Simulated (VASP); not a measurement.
CO2, 12 atoms in the cell. The structure is cubic, space group Pa-3 (No. 205). Conventional cell: a = 5.235 Å, b = 5.235 Å, c = 5.235 Å, α = 90.00°, β = 90.00°, γ = 90.00°. C (site symmetry -3) has 2 O at 1.16 Å within 1.6 Å. Within 1.6 Å of O (site symmetry 3) lie 1 C at 1.16 Å. 

| Property | Result |
| --- | --- |
| Program | VASP 6.6.1 |
| Task | single point |
| Functional | PBEsol |
| Potentials or basis | VASP PAW PBE potentials, release 64 (C, O) |
| Cutoff | 520 eV |
| k mesh | 4 × 4 × 4 |
| Occupations | gaussian, width 0.1 eV |
| Spin | no spin polarisation |
| Dipole correction | no |
| Further INCAR settings | ALGO = Normal; EDIFF = 1e-07; NBANDS = 44 |

Potentials or basis: VASP PAW PBE potentials, release 64 (C, O).

Run with:

```bash
$ cat potpaw_PBE.64/C/POTCAR potpaw_PBE.64/O/POTCAR > POTCAR
$ mpirun -np 1 vasp_std > vasp.out
```

Hardware: 1 thread of Intel(R) Xeon(R) Platinum 8375C CPU @ 2.90GHz (Ice Lake), on a shared host.

Estimate the wall time of this run.

It took 55 s on 1 thread of Intel(R) Xeon(R) Platinum 8375C CPU @ 2.90GHz (Ice Lake), with other jobs on the host, peak memory 0.25 GiB. Counts: scf iterations 14, k points 11.
